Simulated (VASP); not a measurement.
# InSb3 (Fm-3m) in VASP: notebook

Runs on InSb3. Level: PBE+D3(BJ). Tasks: single point, relaxation of cell and atoms.

Everything below comes from runs of VASP 6.6.1. Logs are shortened: lines on timing, memory, paths and dates and some standing lists are left out, and cuts for length are marked.

**1. The cell of the first run**

It takes space group Fm-3m (No. 225, cubic). The conventional cell has a = 7.456 Å, b = 7.456 Å, c = 7.456 Å, α = 90.00°, β = 90.00°, γ = 90.00°. In (site symmetry m-3m) has 14 Sb at 3.23 to 3.73 Å within 4.2 Å. Within 4.2 Å of Sb (site symmetry -43m) lie 4 In at 3.23 Å and 10 Sb at 3.23 to 3.73 Å. Within 4.2 Å of Sb (site symmetry m-3m) lie 8 Sb at 3.23 Å and 6 In at 3.73 Å.

**2. Single point, PBE+D3(BJ)**

The input, INCAR:

```
SYSTEM = InSb3
  PREC = Accurate
  ENCUT = 520
  EDIFF = 1E-6
  ISMEAR = 0
  SIGMA = 0.1
  LREAL = .FALSE.
  LASPH = .TRUE.
  NELM = 100
  ALGO = Normal
  ISIF = 2
  LWAVE = .FALSE.
  LCHARG = .TRUE.
  GGA = PE
  IVDW = 12
  LELF = .TRUE.
  LVHAR = .TRUE.
  NBANDS = 22
```

The input, KPOINTS:

```
regular mesh
0
G
  10 10 10
  0 0 0
```

The input, POSCAR:

```
InSb3
1.0
    0.0000000000      3.7279225309      3.7279225309
    3.7279225309      0.0000000000      3.7279225309
    3.7279225309      3.7279225309      0.0000000000
In Sb
1 3
Direct
    0.0000000000      0.0000000000      0.0000000000
    0.2500000000      0.2500000000      0.2500000000
    0.7500000000      0.7500000000      0.7500000000
    0.5000000000      0.5000000000      0.5000000000
```

Potentials or basis: VASP PAW PBE potentials, release 64 (In_d, Sb).

The run is started by

```
$ cat potpaw_PBE.64/In_d/POTCAR potpaw_PBE.64/Sb/POTCAR > POTCAR
$ mpirun -np 1 vasp_std > vasp.out
```

OUTCAR:

```text
SYSTEM = InSb3
   PREC = Accurate
   ENCUT = 520
   EDIFF = 1E-6
   ISMEAR = 0
   LREAL = .FALSE.
   LASPH = .TRUE.
   NELM = 100
   ISIF = 2
   GGA = PE
   IVDW = 12
 IVDW          = 12

 ion  position               nearest neighbor table
   1  0.000  0.000  0.000-   3 3.23   3 3.23   3 3.23   2 3.23   3 3.23   2 3.23   2 3.23   2 3.23
                             4 3.73   4 3.73   4 3.73   4 3.73   4 3.73   4 3.73
   2  0.250  0.250  0.250-   1 3.23   1 3.23   1 3.23   1 3.23   4 3.23   4 3.23   4 3.23   4 3.23
                             3 3.73   3 3.73   3 3.73   3 3.73   3 3.73   3 3.73
   3  0.750  0.750  0.750-   4 3.23   4 3.23   4 3.23   1 3.23   4 3.23   1 3.23   1 3.23   1 3.23
                             2 3.73   2 3.73   2 3.73   2 3.73   2 3.73   2 3.73
   4  0.500  0.500  0.500-   2 3.23   2 3.23   2 3.23   2 3.23   3 3.23   3 3.23   3 3.23   3 3.23
                             1 3.73   1 3.73   1 3.73   1 3.73   1 3.73   1 3.73

  LATTYP: Found a face centered cubic cell.
 ALAT       =     7.4558450618

  Lattice vectors:

 A1 = (   0.0000000000,   3.7279225309,   3.7279225309)
 A2 = (   3.7279225309,   0.0000000000,   3.7279225309)
 A3 = (   3.7279225309,   3.7279225309,   0.0000000000)

Analysis of symmetry for initial positions (statically):
=====================================================================
 Subroutine PRICEL returns:
 Original cell was already a primitive cell.

 Routine SETGRP: Setting up the symmetry group for a
 face centered cubic supercell.

 Subroutine GETGRP returns: Found 48 space group operations
[... 9 lines left out ...]

 Routine SETGRP: Setting up the symmetry group for a
 face centered cubic supercell.

 Subroutine GETGRP returns: Found 48 space group operations
[... 11 lines left out ...]
                                     Primitive cell

  volume of cell :     103.6169

  direct lattice vectors                    reciprocal lattice vectors
     0.000000000  3.727922531  3.727922531    -0.134122959  0.134122959  0.134122959
     3.727922531  0.000000000  3.727922531     0.134122959 -0.134122959  0.134122959
     3.727922531  3.727922531  0.000000000     0.134122959  0.134122959 -0.134122959

  length of vectors
     5.272078603  5.272078603  5.272078603     0.232307779  0.232307779  0.232307779

  position of ions in fractional coordinates (direct lattice)
     0.000000000  0.000000000  0.000000000
     0.250000000  0.250000000  0.250000000
     0.750000000  0.750000000  0.750000000
     0.500000000  0.500000000  0.500000000

  ion indices of the primitive-cell ions
   primitive index   ion index
                 1           1
                 2           2
                 3           3
                 4           4

[... 71 lines left out ...]
   EDIFF  = 0.1E-05   stopping-criterion for ELM
   LREAL  =      F    real-space projection
   EDIFFG = 0.1E-04   stopping-criterion for IOM
   NSW    =      0    number of steps for IOM
   IBRION =     -1    ionic relax: 0-MD 1-quasi-New 2-CG
   NFREE  =      0    steps in history (QN), initial steepest desc. (CG)
   ISIF   =      2    stress and relaxation
   ISYM   =      2    0-nonsym 1-usesym 2-fastsym
   POTIM  = 0.5000    time-step for ionic-motion
   TEBEG  =    0.0;   TEEND  =   0.0 temperature during run
   PSTRESS=    0.0 pullay stress
   NELECT =      28.0000    total number of electrons
   NUPDOWN=      -1.0000    fix difference up-down
   EMIN   =  10.00;   EMAX   =-10.00  energy-range for DOS
   EFERMI =   0.00;   METHOD = LEGACY
   ISMEAR =     0;   SIGMA  =   0.10  broadening in eV -4-tet -1-fermi 0-gaus
   EFERMI_NEDOS =   21; number of points for ismear=-14 and -15
   IALGO  =     38    algorithm
   IMIX   =      4    mixing-type and parameters
     AMIX     =   0.40;   BMIX     =  1.00
     AMIX_MAG =   1.60;   BMIX_MAG =  1.00
  volume/ion in A,a.u.               =      25.90       174.81
  Fermi-wavevector in a.u.,A,eV,Ry     =   1.058402  2.000090 15.241446  1.120215
  Thomas-Fermi vector in A             =   2.193710
   LORBIT       =      0    0 simple, 1 ext, 2 COOP (PROOUT), +10 PAW based schemes
   GGA     = PE    functional components
   LHFCALC =     F    Hartree Fock is set to
   AEXX    =    0.0000 exact exchange contribution
   IVDW    =    12    specifies the selected vdW correction
   LEPSILON=     F    determine dielectric tensor
   LRPA    =     F    only Hartree local field effects (RPA)
 non-spin polarized calculation
 Gauss-broadening in eV      SIGMA  =   0.10
  energy-cutoff  :      520.00
  volume of cell :      103.62
 maximum number of plane-waves:      2812
   NGX = 19   NGY = 19   NGZ = 19

 number of electron      28.0000004 magnetization

 Free energy of the ion-electron system (eV)
  ---------------------------------------------------
  ext. energy  EPLUGINS =         0.00000000
  ---------------------------------------------------
  free energy    TOTEN  =       -14.26186451 eV

  energy without entropy =      -14.25367276  energy(sigma->0) =      -14.25776863

 E-fermi :   8.6230     XC(G=0): -10.3773

 val. band max:        8.6198921539   @ k =  -0.3000   0.1000   0.0000
 cond. band min:       8.6765246672   @ k =   0.5000   0.0000   0.0000
 fundamental gap:      0.0566325133
 Fermi energy:         8.6229830472

 k-point     1 :       0.0000    0.0000    0.0000
  band No.  band energies     occupation
      1      -5.9076      2.00000
      2      -5.9076      2.00000
      3      -5.9076      2.00000
      4      -5.8694      2.00000
      5      -5.8694      2.00000
      6      -3.9775      2.00000
[... 589 lines left out ...]
     21      13.2569      0.00000
     22      13.4540      0.00000

 [... further k-points ...]

------------------------ aborting loop because EDIFF is reached ----------------------------------------

 Edisp (eV)   -1.95547

 E8    (eV) :    -0.9171

  FORCE on cell =-STRESS in cart. coord.  units (eV):
  Direction    XX          YY          ZZ          XY          YZ          ZX
  --------------------------------------------------------------------------------------
  -------------------------------------------------------------------------------------
  Total      -0.05812    -0.05812    -0.05812     0.00000     0.00000     0.00000
  in kB      -0.89864    -0.89864    -0.89864     0.00000     0.00000     0.00000
  external pressure =       -0.90 kB  Pullay stress =        0.00 kB

 VOLUME and BASIS-vectors are now :
 -----------------------------------------------------------------------------
  energy-cutoff  :      520.00
  volume of cell :      103.62
      direct lattice vectors                 reciprocal lattice vectors
     0.000000000  3.727922531  3.727922531    -0.134122959  0.134122959  0.134122959
     3.727922531  0.000000000  3.727922531     0.134122959 -0.134122959  0.134122959
     3.727922531  3.727922531  0.000000000     0.134122959  0.134122959 -0.134122959

 POSITION                                       TOTAL-FORCE (eV/Angst)
 -----------------------------------------------------------------------------------
      0.00000      0.00000      0.00000         0.000000      0.000000      0.000000
      1.86396      1.86396      1.86396        -0.000000     -0.000000     -0.000000
      5.59188      5.59188      5.59188         0.000000      0.000000      0.000000
      3.72792      3.72792      3.72792         0.000000      0.000000      0.000000
 -----------------------------------------------------------------------------------
    total drift:                               -0.000000      0.000000      0.000000

  FREE ENERGIE OF THE ION-ELECTRON SYSTEM (eV)
  ---------------------------------------------------
  free  energy   TOTEN  =       -16.2173374489 eV

  energy  without entropy=      -16.2091456969  energy(sigma->0) =      -16.21324157
```

stdout:

```text
POSCAR found type information on POSCAR InSb
 POSCAR found :  2 types and       4 ions
 scaLAPACK will be used
 LDA part: xc-table for (Slater+PW92), standard interpolation
 POSCAR, INCAR and KPOINTS ok, starting setup
 FFT: planning ... GRIDC
 FFT: planning ... GRID_SOFT
 FFT: planning ... GRID
 WAVECAR not read
 entering main loop
```

It took 68 s on 1 thread of Intel Xeon Platinum 8488C (Sapphire Rapids), shared host; peak memory 0.3 GiB.

Results:

* Free energy: -16.2173 eV
* Pressure: -0.1 GPa
* Band gap on the k mesh: zero (band 14 reaches 9.83 eV, above the bottom of band 15 at 6.54 eV)
* Dispersion energy per atom: -0.489 eV

Caveat: spin-orbit coupling is left out, which moves the levels of the heavy elements; pairwise dispersion overbinds metals, which lowers pressure and volume.

(Part 1 of 2 ends here.)
